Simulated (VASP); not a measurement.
# Ca5Mg (P-62m) in VASP: a series of runs

Runs on Ca5Mg. Level: LDA. Tasks: single point.

All numbers are computed with VASP 6.6.1; they aren't measurements. Logs are shortened: lines on timing, memory, paths and dates and some standing lists are left out, and cuts for length are marked.

## (1) The cell of the first run

The structure is hexagonal, space group P-62m (No. 189). The conventional cell has a = 6.607 Å, b = 6.607 Å, c = 6.210 Å, α = 90.00°, β = 90.00°, γ = 120.00°. Within 4.8 Å of Ca (site symmetry m2m) lie 10 Ca at 3.68 to 3.88 Å and 2 Mg at 3.76 Å. Ca (site symmetry -6) has 9 Ca at 3.81 to 3.83 Å and 3 Mg at 3.81 Å within 5.0 Å. Mg (site symmetry -62m) has 12 Ca at 3.76 to 3.81 Å within 4.9 Å.

## (2) Single point, LDA

INCAR reads:

```
SYSTEM = Ca5Mg
ALGO = Normal
EDIFF = 1E-6
ENCUT = 520
GGA = CA
ISIF = 2
ISMEAR = 0
LASPH = .TRUE.
LCHARG = .FALSE.
LREAL = .FALSE.
LWAVE = .FALSE.
NBANDS = 35
NELM = 80
PREC = Accurate
SIGMA = 0.25
```

KPOINTS reads:

```
k-points
0
G
  4 4 4
  0 0 0
```

POSCAR reads:

```
Ca5Mg
1.0
    6.6066120000      0.0000000000      0.0000000000
   -3.3033060000      5.7214938249      0.0000000000
    0.0000000000      0.0000000000      6.2102690000
Ca Mg
5 1
Direct
    0.6781060000      0.0000000000      0.5000000000
    0.3218940000      0.3218940000      0.5000000000
    1.0000000000      0.6781060000      0.5000000000
    0.6666670000      0.3333330000      0.0000000000
    0.3333330000      0.6666670000      0.0000000000
    0.0000000000      0.0000000000      0.0000000000
```

Potentials or basis: VASP PAW LDA potentials, release 64 (Ca_sv, Mg).

On the command line:

```
cat potpaw_LDA.64/Ca_sv/POTCAR potpaw_LDA.64/Mg/POTCAR > POTCAR
mpirun -np 1 vasp_std > vasp.out
```

OUTCAR:

```text
SYSTEM = Ca5Mg
   EDIFF = 1E-6
   ENCUT = 520
   GGA = CA
   ISIF = 2
   ISMEAR = 0
   LASPH = .TRUE.
   LREAL = .FALSE.
   NELM = 80
   PREC = Accurate

 ion  position               nearest neighbor table
   1  0.678  0.000  0.500-
   2  0.322  0.322  0.500-
   3  0.000  0.678  0.500-
   4  0.667  0.333  0.000-
   5  0.333  0.667  0.000-
   6  0.000  0.000  0.000-

  LATTYP: Found a hexagonal cell.
 ALAT       =     6.6066120000
 C/A-ratio  =     0.9400081312

  Lattice vectors:

 A1 = (   6.6066120000,   0.0000000000,   0.0000000000)
 A2 = (  -3.3033060000,   5.7214938249,   0.0000000000)
 A3 = (   0.0000000000,   0.0000000000,   6.2102690000)

Analysis of symmetry for initial positions (statically):
=====================================================================
 Subroutine PRICEL returns:
 Original cell was already a primitive cell.

 Routine SETGRP: Setting up the symmetry group for a
 hexagonal supercell.

 Subroutine GETGRP returns: Found 12 space group operations
 (whereof 12 operations were pure point group operations)
 out of a pool of 24 trial point group operations.

The static configuration has the point symmetry D_3h.

Analysis of symmetry for dynamics (positions and initial velocities):
=====================================================================
 Subroutine PRICEL returns:
 Original cell was already a primitive cell.

 Routine SETGRP: Setting up the symmetry group for a
 hexagonal supercell.

 Subroutine GETGRP returns: Found 12 space group operations
 (whereof 12 operations were pure point group operations)
 out of a pool of 24 trial point group operations.

The dynamic configuration has the point symmetry D_3h.

 Subroutine INISYM returns: Found 12 space group operations
 (whereof 12 operations are pure point group operations),
 and found     1 'primitive' translations

----------------------------------------------------------------------------------------

                                     Primitive cell

  volume of cell :     234.7462

  direct lattice vectors                    reciprocal lattice vectors
     6.606612000  0.000000000  0.000000000     0.151363513  0.087389765  0.000000000
    -3.303306000  5.721493825  0.000000000     0.000000000  0.174779530  0.000000000
     0.000000000  0.000000000  6.210269000     0.000000000  0.000000000  0.161023621

  length of vectors
     6.606612000  6.606612000  6.210269000     0.174779530  0.174779530  0.161023621

  position of ions in fractional coordinates (direct lattice)
     0.678106000  0.000000000  0.500000000
     0.321894000  0.321894000  0.500000000
     0.000000000  0.678106000  0.500000000
     0.666667000  0.333333000  0.000000000
     0.333333000  0.666667000  0.000000000
     0.000000000  0.000000000  0.000000000

  ion indices of the primitive-cell ions
   primitive index   ion index
                 1           1
                 2           2
                 3           3
                 4           4
                 5           5
                 6           6

----------------------------------------------------------------------------------------

 KPOINTS: k-points

Automatic generation of k-mesh.
 Grid dimensions read from file:
 generate k-points for:    4    4    4

 Generating k-lattice:

  Cartesian coordinates                     Fractional coordinates (reciprocal lattice)
     0.037840878  0.021847441  0.000000000     0.250000000  0.000000000  0.000000000
     0.000000000  0.043694882  0.000000000     0.000000000  0.250000000  0.000000000
     0.000000000  0.000000000  0.040255905     0.000000000  0.000000000  0.250000000

  Length of vectors
     0.043694882  0.043694882  0.040255905

  Shift w.r.t. Gamma in fractional coordinates (k-lattice)
     0.000000000  0.000000000  0.000000000

 Subroutine IBZKPT returns following result:
 ===========================================

 Found     12 irreducible k-points:

 Following reciprocal coordinates:
            Coordinates               Weight
  0.000000  0.000000  0.000000      1.000000
  0.250000  0.000000  0.000000      6.000000
  0.500000  0.000000  0.000000      3.000000
  0.250000  0.250000  0.000000      6.000000
  0.000000  0.000000  0.250000      2.000000
  0.250000  0.000000  0.250000     12.000000
  0.500000  0.000000  0.250000      6.000000
  0.250000  0.250000  0.250000     12.000000
  0.000000  0.000000  0.500000      1.000000
  0.250000  0.000000  0.500000      6.000000
  0.500000  0.000000  0.500000      3.000000
  0.250000  0.250000  0.500000      6.000000
   k-points           NKPTS =     12   k-points in BZ     NKDIM =     12   number of bands    NBANDS=     35
   number of dos      NEDOS =    301   number of ions     NIONS =      6
   total plane-waves  NPLWV = 120000
   dimension x,y,z NGX =    50 NGY =   50 NGZ =   48
   dimension x,y,z NGXF=   100 NGYF=  100 NGZF=   96
   ions per type =               5   1
   NGX,Y,Z   is equivalent  to a cutoff of  12.58, 12.58, 12.85 a.u.
   NGXF,Y,Z  is equivalent  to a cutoff of  25.16, 25.16, 25.70 a.u.
 SYSTEM =  Ca5Mg
   PREC   = accura    normal or accurate (medium, high low for compatibility)
   ISTART =      0    job   : 0-new  1-cont  2-samecut
   ICHARG =      2    charge: 1-file 2-atom 10-const
   ISPIN  =      1    spin polarized calculation?
   LNONCOLLINEAR =      F non collinear calculations
   LSORBIT =      F    spin-orbit coupling
   LASPH  =      T    aspherical Exc in radial PAW
   ENCUT  =  520.0 eV  38.22 Ry    6.18 a.u.  12.28 12.28 11.55*2*pi/ulx,y,z
   NELM   =     80;   NELMIN=  2; NELMDL= -5     # of ELM steps
   EDIFF  = 0.1E-05   stopping-criterion for ELM
   LREAL  =      F    real-space projection
   EDIFFG = 0.1E-04   stopping-criterion for IOM
   NSW    =      0    number of steps for IOM
   IBRION =     -1    ionic relax: 0-MD 1-quasi-New 2-CG
   NFREE  =      0    steps in history (QN), initial steepest desc. (CG)
   ISIF   =      2    stress and relaxation
   ISYM   =      2    0-nonsym 1-usesym 2-fastsym
   POTIM  = 0.5000    time-step for ionic-motion
   TEBEG  =    0.0;   TEEND  =   0.0 temperature during run
   PSTRESS=    0.0 pullay stress
   NELECT =      52.0000    total number of electrons
   NUPDOWN=      -1.0000    fix difference up-down
   EMIN   =  10.00;   EMAX   =-10.00  energy-range for DOS
   EFERMI =   0.00;   METHOD = LEGACY
   ISMEAR =     0;   SIGMA  =   0.25  broadening in eV -4-tet -1-fermi 0-gaus
   EFERMI_NEDOS =   21; number of points for ismear=-14 and -15
   IALGO  =     38    algorithm
   IMIX   =      4    mixing-type and parameters
     AMIX     =   0.40;   BMIX     =  1.00
     AMIX_MAG =   1.60;   BMIX_MAG =  1.00
  volume/ion in A,a.u.               =      39.12       264.02
  Fermi-wavevector in a.u.,A,eV,Ry     =   0.990550  1.871868 13.349891  0.981189
  Thomas-Fermi vector in A             =   2.122228
   LORBIT       =      0    0 simple, 1 ext, 2 COOP (PROOUT), +10 PAW based schemes
   GGA     = CA    functional components
   LHFCALC =     F    Hartree Fock is set to
   AEXX    =    0.0000 exact exchange contribution
   IVDW    =     0    specifies the selected vdW correction
   LEPSILON=     F    determine dielectric tensor
   LRPA    =     F    only Hartree local field effects (RPA)
 non-spin polarized calculation
 Gauss-broadening in eV      SIGMA  =   0.25
  energy-cutoff  :      520.00
  volume of cell :      234.75
 maximum number of plane-waves:      6359
 NGX is ok and might be reduce to    50
   NGX = 25   NGY = 25   NGZ = 23

 number of electron      52.0000007 magnetization

 Free energy of the ion-electron system (eV)
  ---------------------------------------------------
  ext. energy  EPLUGINS =         0.00000000
  ---------------------------------------------------
  free energy    TOTEN  =       -12.83996661 eV

  energy without entropy =      -12.66716178  energy(sigma->0) =      -12.75356420

 E-fermi :   1.8158     XC(G=0):  -8.0326

 val. band max:        1.7937393165   @ k =   0.5000   0.0000   0.5000
 cond. band min:       1.8573973661   @ k =   0.2500   0.0000   0.5000
 fundamental gap:      0.0636580496
 Fermi energy:         1.8157746628

 k-point     1 :       0.0000    0.0000    0.0000
  band No.  band energies     occupation
      1     -39.7574      2.00000
      2     -39.7466      2.00000
      3     -39.6736      2.00000
      4     -39.6583      2.00000
      5     -39.6582      2.00000
      6     -21.0839      2.00000
[... 27 lines left out ...]
     34       3.7764      0.00000
     35       3.7809      0.00000

 k-point     2 :       0.2500    0.0000    0.0000
  band No.  band energies     occupation
      1     -39.7560      2.00000
      2     -39.7479      2.00000
      3     -39.6712      2.00000
      4     -39.6599      2.00000
      5     -39.6590      2.00000
      6     -21.0807      2.00000
[... 27 lines left out ...]
     34       3.5961      0.00000
     35       3.7251      0.00000

 k-point     3 :       0.5000    0.0000    0.0000
  band No.  band energies     occupation
      1     -39.7537      2.00000
      2     -39.7502      2.00000
      3     -39.6673      2.00000
      4     -39.6632      2.00000
      5     -39.6597      2.00000
      6     -21.0828      2.00000
[... 27 lines left out ...]
     34       3.3676      0.00000
     35       3.8035      0.00000

 k-point     4 :       0.2500    0.2500    0.0000
  band No.  band energies     occupation
      1     -39.7537      2.00000
      2     -39.7502      2.00000
      3     -39.6677      2.00000
      4     -39.6617      2.00000
      5     -39.6607      2.00000
      6     -21.0833      2.00000
[... 27 lines left out ...]
     34       3.5808      0.00000
     35       3.6910      0.00000

 k-point     5 :       0.0000    0.0000    0.2500
  band No.  band energies     occupation
      1     -39.7570      2.00000
      2     -39.7466      2.00000
      3     -39.6740      2.00000
      4     -39.6583      2.00000
      5     -39.6582      2.00000
      6     -21.0801      2.00000
[... 27 lines left out ...]
     34       3.2588      0.00000
     35       3.2589      0.00000

 k-point     6 :       0.2500    0.0000    0.2500
  band No.  band energies     occupation
      1     -39.7557      2.00000
      2     -39.7479      2.00000
      3     -39.6715      2.00000
      4     -39.6599      2.00000
      5     -39.6590      2.00000
      6     -21.0842      2.00000
[... 27 lines left out ...]
     34       3.5218      0.00000
     35       3.5929      0.00000

 k-point     7 :       0.5000    0.0000    0.2500
  band No.  band energies     occupation
      1     -39.7535      2.00000
      2     -39.7500      2.00000
      3     -39.6673      2.00000
      4     -39.6634      2.00000
      5     -39.6598      2.00000
      6     -21.0871      2.00000
[... 27 lines left out ...]
     34       3.5111      0.00000
     35       3.6900      0.00000

 k-point     8 :       0.2500    0.2500    0.2500
  band No.  band energies     occupation
      1     -39.7535      2.00000
      2     -39.7500      2.00000
      3     -39.6678      2.00000
      4     -39.6618      2.00000
      5     -39.6608      2.00000
      6     -21.0877      2.00000
[... 27 lines left out ...]
     34       3.5144      0.00000
     35       3.6775      0.00000

 k-point     9 :       0.0000    0.0000    0.5000
  band No.  band energies     occupation
      1     -39.7566      2.00000
      2     -39.7466      2.00000
      3     -39.6743      2.00000
      4     -39.6583      2.00000
      5     -39.6582      2.00000
      6     -21.0824      2.00000
[... 27 lines left out ...]
     34       2.6875      0.00000
     35       3.1254      0.00000

 k-point    10 :       0.2500    0.0000    0.5000
  band No.  band energies     occupation
      1     -39.7554      2.00000
      2     -39.7478      2.00000
      3     -39.6718      2.00000
      4     -39.6600      2.00000
      5     -39.6591      2.00000
      6     -21.0860      2.00000
[... 27 lines left out ...]
     34       3.2157      0.00000
     35       3.3206      0.00000

 k-point    11 :       0.5000    0.0000    0.5000
  band No.  band energies     occupation
      1     -39.7533      2.00000
      2     -39.7499      2.00000
      3     -39.6674      2.00000
      4     -39.6636      2.00000
      5     -39.6598      2.00000
      6     -21.0893      2.00000
[... 27 lines left out ...]
     34       3.3975      0.00000
     35       3.4494      0.00000

 k-point    12 :       0.2500    0.2500    0.5000
  band No.  band energies     occupation
      1     -39.7533      2.00000
      2     -39.7499      2.00000
      3     -39.6680      2.00000
      4     -39.6619      2.00000
      5     -39.6609      2.00000
      6     -21.0917      2.00000
[... 27 lines left out ...]
     34       3.4501      0.00000
     35       3.4612      0.00000

------------------------ aborting loop because EDIFF is reached ----------------------------------------

  FORCE on cell =-STRESS in cart. coord.  units (eV):
  Direction    XX          YY          ZZ          XY          YZ          ZX
  --------------------------------------------------------------------------------------
  -------------------------------------------------------------------------------------
  Total       -3.1476792     -3.1476792     -2.9788737      0.0000000     -0.0000000      0.0000000
  in kB      -21.4833696    -21.4833696    -20.3312474      0.0000000     -0.0000000      0.0000000
  external PRESSURE =     -21.0993289 kB  Pullay stress =       0.0000000 kB

 VOLUME and BASIS-vectors are now :
 -----------------------------------------------------------------------------
  energy-cutoff  :      520.00
  volume of cell :      234.75
      direct lattice vectors                 reciprocal lattice vectors
     6.606612000  0.000000000  0.000000000     0.151363513  0.087389765  0.000000000
    -3.303306000  5.721493825  0.000000000     0.000000000  0.174779530  0.000000000
     0.000000000  0.000000000  6.210269000     0.000000000  0.000000000  0.161023621

 POSITION                                       TOTAL-FORCE (eV/Angst)
 -----------------------------------------------------------------------------------
      4.47998      0.00000      3.10513         0.006217     -0.000000      0.000000
      1.06331      1.84171      3.10513        -0.003109     -0.005384     -0.000000
     -2.23999      3.87978      3.10513        -0.003109      0.005384      0.000000
      3.30331      1.90716      0.00000         0.000000     -0.000000      0.000000
     -0.00000      3.81433      0.00000        -0.000000     -0.000000      0.000000
      0.00000      0.00000      0.00000        -0.000000      0.000000      0.000000
 -----------------------------------------------------------------------------------
    total drift:                               -0.000000     -0.000000      0.000000

  FREE ENERGIE OF THE ION-ELECTRON SYSTEM (eV)
  ---------------------------------------------------
  free  energy   TOTEN  =       -12.8399666112 eV

  energy  without entropy=      -12.6671617818  energy(sigma->0) =      -12.75356420
```

Wall time 2.5 min (1 thread of Intel Xeon 8259CL, shared host); peak memory 0.31 GiB.

Results:

| Quantity | Value |
| --- | --- |
| Free energy | -12.8400 eV |
| Pressure | -2.1 GPa |
| Largest force | 0.006 eV/Å |
| Band gap on the k mesh | zero (bands 26 and 27 overlap by 0.42 eV) |

Forces in eV/Å, atoms in the order of the input:
```
Ca   0.006  0.000  0.000
Ca  -0.003 -0.005  0.000
Ca  -0.003  0.005  0.000
Ca   0.000  0.000  0.000
Ca   0.000  0.000  0.000
Mg   0.000  0.000  0.000
```

(Continued in part 2 of 2.)
